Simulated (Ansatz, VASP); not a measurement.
One calculation of BN, two programs

```
CELL_PARAMETERS angstrom
2.63420 0.00000 0.00000
-1.31710 2.17265 0.00000
0.00000 0.00000 26.00000
ATOMIC_POSITIONS crystal
B 0.00124 0.00247 0.50000
N 0.66543 0.33086 0.50000
```

Change from the starting cell: strain along x +0.050, atoms relaxed.

Alike in both runs: functional PBE; dispersion D3(BJ); k mesh 12 × 12 × 1; occupations gaussian, width 0.02 eV; no spin polarisation.

Ansatz relaxed the structure, and its values are those at the end. VASP's run is a single point on that final structure, the one shown.

|  | VASP | Ansatz |
| --- | --- | --- |
| version | VASP 6.6.1 | Ansatz 0.2.0 |
| potentials or method | VASP PAW PBE potentials, release 64 (B, N), cutoff 520 eV | scalar-relativistic, plane waves, PAW |
| valence electrons in the cell | 8 | 8 |

```tsv
	VASP	Ansatz	Ansatz less VASP
gap on the k mesh at the Fermi level (eV)	4.50	4.50	+0.002
least direct gap on the mesh (eV)	4.50	4.50	+0.002
rms of the force components (eV/Å)	0.005	0.003	-0.0016
```

Ansatz's warnings: stress scf threshold loose.
